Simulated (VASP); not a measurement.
Input of a VASP 6.6.1 run:

File INCAR:

```
PREC = Accurate
ENCUT = 520
EDIFF = 1E-6
ISMEAR = -1
SIGMA = 0.02
LREAL = F
LASPH = T
NELM = 60
ALGO = Normal
ISIF = 2
LWAVE = F
LCHARG = F
GGA = PE
NBANDS = 27
```

The input KPOINTS:

```
Automatic mesh
0
Gamma
  6 6 6
```

Contents of POSCAR:

```
KTaO3
1.0
    3.9901311030      0.0000000000      0.0000000000
    0.0000000000      3.9901311030      0.0000000000
    0.0000000000      0.0000000000      4.0699337251
K Ta O
1 1 3
Direct
    0.0000000000      0.0000000000      0.0000000000
    0.5000000000      0.5000000000      0.5000000000
    0.5000000000      0.5000000000      0.0000000000
    0.5000000000      0.0000000000      0.5000000000
    0.0000000000      0.5000000000      0.5000000000
```

Potentials or basis: VASP PAW PBE potentials, release 64 (K_sv, Ta_pv, O).

The run is started by

```bash
$ cat potpaw_PBE.64/K_sv/POTCAR potpaw_PBE.64/Ta_pv/POTCAR potpaw_PBE.64/O/POTCAR > POTCAR
$ mpirun -np 1 vasp_std > vasp.out
```

What does it give for the pressure?

1.9 GPa.

Predict the band gap on the k mesh.

2.11 eV (least direct gap 2.73 eV).

Stress tensor (GPa, compression positive):
```
 4.14  0.00  0.00
 0.00  4.14  0.00
 0.00  0.00 -2.67
```

Caveat: the cell differs from its parent crystal (uniaxial z strain +2.0%); spin-orbit coupling is left out, which moves the levels of the heavy elements. A k mesh can miss the band edges.
